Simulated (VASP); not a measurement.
# Ba (Immm) in VASP: single point with PBEsol

Aim: the single point of Ba with PBEsol.

Program: VASP 6.6.1. These are calculated values, not measurements. Logs are shortened: lines on timing, memory, paths and dates and some standing lists are left out, and cuts for length are marked.

## 1. The cell of the first run

It takes space group Immm (No. 71, orthorhombic). Conventional cell: a = 4.812 Å, b = 5.000 Å, c = 5.188 Å, α = 90.00°, β = 90.00°, γ = 90.00°. Within 5.7 Å of Ba (site symmetry mmm) lie 14 Ba at 4.33 to 5.19 Å.

## 2. Single point, PBEsol (strain +0.0375 x Voigt [1, -1, 0, 0, 0, 0])

INCAR

```
ALGO = Fast
EDIFF = 1E-6
ENCUT = 520
GGA = PS
ISIF = 2
ISMEAR = 0
LASPH = True
LCHARG = True
LELF = True
LREAL = False
LVHAR = True
LWAVE = False
NBANDS = 11
NELM = 60
PREC = Accurate
SIGMA = 0.15
```

KPOINTS

```
k-points
0
Gamma
  14 14 14
```

POSCAR

```
Ba
1.0
   -2.5937500000      2.4062500000      2.5000000000
    2.5937500000     -2.4062500000      2.5000000000
    2.5937500000      2.4062500000     -2.5000000000
Ba
1
Direct
    0.0000000000      0.0000000000      0.0000000000
```

Potentials or basis: VASP PAW PBE potentials, release 64 (Ba_sv).

Launch:

```bash
> cat potpaw_PBE.64/Ba_sv/POTCAR > POTCAR
> mpirun -np 1 vasp_std > vasp.out
```

OUTCAR:

```text
EDIFF = 1E-6
   ENCUT = 520
   GGA = PS
   ISIF = 2
   ISMEAR = 0
   LASPH = True
   LREAL = False
   NELM = 60
   PREC = Accurate

 ion  position               nearest neighbor table
   1  0.000  0.000  0.000-

  LATTYP: Found a body centered orthorhombic cell.
 ALAT       =     4.8125000000
 B/A-ratio  =     1.0389610390
 C/A-ratio  =     1.0779220779

  Lattice vectors:

 A1 = (  -2.5937500000,  -2.4062500000,  -2.5000000000)
 A2 = (  -2.5937500000,   2.4062500000,   2.5000000000)
 A3 = (   2.5937500000,   2.4062500000,  -2.5000000000)

Analysis of symmetry for initial positions (statically):
=====================================================================
 Subroutine PRICEL returns:
 Original cell was already a primitive cell.

 Routine SETGRP: Setting up the symmetry group for a
 body centered orthorhombic supercell.

 Subroutine GETGRP returns: Found  8 space group operations
 (whereof  8 operations were pure point group operations)
 out of a pool of  8 trial point group operations.

The static configuration has the point symmetry D_2h.

Analysis of symmetry for dynamics (positions and initial velocities):
=====================================================================
 Subroutine PRICEL returns:
 Original cell was already a primitive cell.

 Routine SETGRP: Setting up the symmetry group for a
 body centered orthorhombic supercell.

 Subroutine GETGRP returns: Found  8 space group operations
 (whereof  8 operations were pure point group operations)
 out of a pool of  8 trial point group operations.

The dynamic configuration has the point symmetry D_2h.

 Subroutine INISYM returns: Found  8 space group operations
 (whereof  8 operations are pure point group operations),
 and found     1 'primitive' translations

----------------------------------------------------------------------------------------

                                     Primitive cell

  volume of cell :      62.4121

  direct lattice vectors                    reciprocal lattice vectors
    -2.593750000  2.406250000  2.500000000     0.000000000  0.207792208  0.200000000
     2.593750000 -2.406250000  2.500000000     0.192771084  0.000000000  0.200000000
     2.593750000  2.406250000 -2.500000000     0.192771084  0.207792208  0.000000000

  length of vectors
     4.332156290  4.332156290  4.332156290     0.288405273  0.277778133  0.283440104

  position of ions in fractional coordinates (direct lattice)
     0.000000000  0.000000000  0.000000000

  ion indices of the primitive-cell ions
   primitive index   ion index
                 1           1

----------------------------------------------------------------------------------------

 KPOINTS: k-points

Automatic generation of k-mesh.
 Grid dimensions read from file:
 generate k-points for:   14   14   14

 Generating k-lattice:

  Cartesian coordinates                     Fractional coordinates (reciprocal lattice)
     0.000000000  0.014842301  0.014285714     0.071428571  0.000000000  0.000000000
     0.013769363  0.000000000  0.014285714     0.000000000  0.071428571  0.000000000
     0.013769363  0.014842301  0.000000000     0.000000000  0.000000000  0.071428571

  Length of vectors
     0.020600377  0.019841295  0.020245722

  Shift w.r.t. Gamma in fractional coordinates (k-lattice)
     0.000000000  0.000000000  0.000000000

 Subroutine IBZKPT returns following result:
 ===========================================

 Found    428 irreducible k-points:

 Following reciprocal coordinates:
            Coordinates               Weight
  0.000000  0.000000  0.000000      1.000000
  0.071429  0.000000  0.000000      4.000000
  0.142857  0.000000  0.000000      4.000000
  0.214286 -0.000000  0.000000      4.000000
  0.285714  0.000000  0.000000      4.000000
  0.357143  0.000000  0.000000      4.000000
[... 16 lines left out ...]
  0.000000  0.142857  0.000000      4.000000
  0.071429  0.142857 -0.000000      8.000000
 [... further k-points ...]
   k-points           NKPTS =    428   k-points in BZ     NKDIM =    428   number of bands    NBANDS=     11
   number of dos      NEDOS =    301   number of ions     NIONS =      1
   total plane-waves  NPLWV =  32768
   dimension x,y,z NGX =    32 NGY =   32 NGZ =   32
   dimension x,y,z NGXF=    64 NGYF=   64 NGZF=   64
   ions per type =               1
   NGX,Y,Z   is equivalent  to a cutoff of  12.28, 12.28, 12.28 a.u.
   NGXF,Y,Z  is equivalent  to a cutoff of  24.56, 24.56, 24.56 a.u.
 SYSTEM =  unknown system
   PREC   = accura    normal or accurate (medium, high low for compatibility)
   ISTART =      0    job   : 0-new  1-cont  2-samecut
   ICHARG =      2    charge: 1-file 2-atom 10-const
   ISPIN  =      1    spin polarized calculation?
   LNONCOLLINEAR =      F non collinear calculations
   LSORBIT =      F    spin-orbit coupling
   LASPH  =      T    aspherical Exc in radial PAW
   ENCUT  =  520.0 eV  38.22 Ry    6.18 a.u.   8.05  8.05  8.05*2*pi/ulx,y,z
   NELM   =     60;   NELMIN=  2; NELMDL= -5     # of ELM steps
   EDIFF  = 0.1E-05   stopping-criterion for ELM
   LREAL  =      F    real-space projection
   EDIFFG = 0.1E-04   stopping-criterion for IOM
   NSW    =      0    number of steps for IOM
   IBRION =     -1    ionic relax: 0-MD 1-quasi-New 2-CG
   NFREE  =      0    steps in history (QN), initial steepest desc. (CG)
   ISIF   =      2    stress and relaxation
   ISYM   =      2    0-nonsym 1-usesym 2-fastsym
   POTIM  = 0.5000    time-step for ionic-motion
   TEBEG  =    0.0;   TEEND  =   0.0 temperature during run
   PSTRESS=    0.0 pullay stress
   NELECT =      10.0000    total number of electrons
   NUPDOWN=      -1.0000    fix difference up-down
   EMIN   =  10.00;   EMAX   =-10.00  energy-range for DOS
   EFERMI =   0.00;   METHOD = LEGACY
   ISMEAR =     0;   SIGMA  =   0.15  broadening in eV -4-tet -1-fermi 0-gaus
   EFERMI_NEDOS =   21; number of points for ismear=-14 and -15
   IALGO  =     68    algorithm
   IMIX   =      4    mixing-type and parameters
     AMIX     =   0.40;   BMIX     =  1.00
     AMIX_MAG =   1.60;   BMIX_MAG =  1.00
  volume/ion in A,a.u.               =      62.41       421.18
  Fermi-wavevector in a.u.,A,eV,Ry     =   0.889171  1.680289 10.757103  0.790625
  Thomas-Fermi vector in A             =   2.010696
   LORBIT       =      0    0 simple, 1 ext, 2 COOP (PROOUT), +10 PAW based schemes
   GGA     = PS    functional components
   LHFCALC =     F    Hartree Fock is set to
   AEXX    =    0.0000 exact exchange contribution
   IVDW    =     0    specifies the selected vdW correction
   LEPSILON=     F    determine dielectric tensor
   LRPA    =     F    only Hartree local field effects (RPA)
 non-spin polarized calculation
 RMM-DIIS sequential band-by-band and
 Gauss-broadening in eV      SIGMA  =   0.15
  energy-cutoff  :      520.00
  volume of cell :       62.41
 maximum number of plane-waves:      1712
   NGX = 17   NGY = 17   NGZ = 17

 number of electron      10.0000000 magnetization

 Free energy of the ion-electron system (eV)
  ---------------------------------------------------
  ext. energy  EPLUGINS =         0.00000000
  ---------------------------------------------------
  free energy    TOTEN  =        -2.14664357 eV

  energy without entropy =       -2.13290129  energy(sigma->0) =       -2.13977243

 E-fermi :   1.5664     XC(G=0):  -7.5366

 val. band max:        1.5617619743   @ k =   0.3571   0.3571  -0.0000
 cond. band min:       1.5761804331   @ k =   0.5000  -0.3571   0.2143
 fundamental gap:      0.0144184589
 Fermi energy:         1.5663833857

 k-point     1 :       0.0000    0.0000    0.0000
  band No.  band energies     occupation
      1     -27.2759      2.00000
      2     -12.2025      2.00000
      3     -12.2022      2.00000
      4     -12.1992      2.00000
      5      -1.2068      2.00000
      6       3.1720      0.00000
      7       3.4200      0.00000
      8       3.6292      0.00000
      9       4.5327      0.00000
     10       5.1091      0.00000
     11       8.2635      0.00000

 k-point     2 :       0.0714    0.0000    0.0000
  band No.  band energies     occupation
      1     -27.2736      2.00000
      2     -12.2262      2.00000
      3     -12.2110      2.00000
      4     -12.2017      2.00000
      5      -1.1054      2.00000
      6       3.1498      0.00000
      7       3.4495      0.00000
      8       3.5702      0.00000
      9       4.5342      0.00000
     10       4.9729      0.00000
     11       8.4736      0.00000

 k-point     3 :       0.1429    0.0000    0.0000
  band No.  band energies     occupation
      1     -27.2671      2.00000
      2     -12.2965      2.00000
      3     -12.2347      2.00000
      4     -12.2047      2.00000
      5      -0.8157      2.00000
      6       2.9593      0.00000
      7       3.3401      0.00000
      8       3.7041      0.00000
      9       4.5688      0.00000
     10       4.8048      0.00000
     11       9.0529      0.00000

 k-point     4 :       0.2143   -0.0000    0.0000
  band No.  band energies     occupation
      1     -27.2577      2.00000
      2     -12.3952      2.00000
      3     -12.2685      2.00000
      4     -12.2089      2.00000
      5      -0.3851      2.00000
      6       2.6827      0.00000
      7       2.9754      0.00000
      8       4.1785      0.00000
      9       4.6973      0.00000
     10       4.7966      0.00000
     11       9.1623      0.00000
[... 239 lines left out ...]
 k-point    22 :      -0.0714    0.0714    0.0000
  band No.  band energies     occupation
      1     -27.2737      2.00000
      2     -12.2266      2.00000
      3     -12.2099      2.00000
      4     -12.2013      2.00000
      5      -1.1089      2.00000
      6       3.1774      0.00000
      7       3.3752      0.00000
      8       3.6383      0.00000
      9       4.4812      0.00000
     10       5.0181      0.00000
     11       8.4861      0.00000

 k-point    23 :       0.0000    0.1429    0.0000
  band No.  band energies     occupation
      1     -27.2677      2.00000
      2     -12.2990      2.00000
      3     -12.2258      2.00000
      4     -12.2008      2.00000
      5      -0.8458      2.00000
      6       3.0244      0.00000
      7       3.2643      0.00000
      8       3.9130      0.00000
      9       4.2446      0.00000
     10       5.0128      0.00000
     11       8.7671      0.00000

 k-point    24 :       0.0714    0.1429   -0.0000
  band No.  band energies     occupation
      1     -27.2620      2.00000
      2     -12.3595      2.00000
      3     -12.2396      2.00000
      4     -12.2099      2.00000
      5      -0.5829      2.00000
      6       2.8488      0.00000
      7       3.1236      0.00000
      8       4.1241      0.00000
      9       4.2495      0.00000
     10       5.0240      0.00000
     11       8.9881      0.00000

 [... further k-points ...]
[... 5 lines left out ...]
  --------------------------------------------------------------------------------------
  -------------------------------------------------------------------------------------
  Total       -0.2570554     -0.1265450     -0.2186772      0.0000000     -0.0000000      0.0000000
  in kB       -6.5988526     -3.2485289     -5.6136482      0.0000000     -0.0000000      0.0000000
  external PRESSURE =      -5.1536765 kB  Pullay stress =       0.0000000 kB

 VOLUME and BASIS-vectors are now :
 -----------------------------------------------------------------------------
  energy-cutoff  :      520.00
  volume of cell :       62.41
      direct lattice vectors                 reciprocal lattice vectors
    -2.593750000  2.406250000  2.500000000     0.000000000  0.207792208  0.200000000
     2.593750000 -2.406250000  2.500000000     0.192771084  0.000000000  0.200000000
     2.593750000  2.406250000 -2.500000000     0.192771084  0.207792208  0.000000000

 POSITION                                       TOTAL-FORCE (eV/Angst)
 -----------------------------------------------------------------------------------
      0.00000      0.00000      0.00000        -0.000000      0.000000      0.000000
 -----------------------------------------------------------------------------------
    total drift:                                0.000000      0.000000     -0.000000

  FREE ENERGIE OF THE ION-ELECTRON SYSTEM (eV)
  ---------------------------------------------------
  free  energy   TOTEN  =        -2.1466435726 eV

  energy  without entropy=       -2.1329012904  energy(sigma->0) =       -2.13977243
```

It took 97 s on 1 thread of Intel Xeon Platinum 8488C (Sapphire Rapids), shared host; peak memory 0.4 GiB.

What came out:

```
Free energy            : -2.1466 eV
Pressure               : -0.5 GPa
Band gap on the k mesh : zero (band 5 reaches 2.00 eV, above the bottom of band 6 at 1.07 eV)
```

Stress tensor (GPa, compression positive):
```
-0.66  0.00  0.00
 0.00 -0.32  0.00
 0.00  0.00 -0.56
```

Caveat: the cell differs from its parent crystal (strain +0.0375 x Voigt [1, -1, 0, 0, 0, 0]); the PAW data sets were made with another functional, which shifts forces and pressure a little; spin-orbit coupling is left out, which moves the levels of the heavy elements.
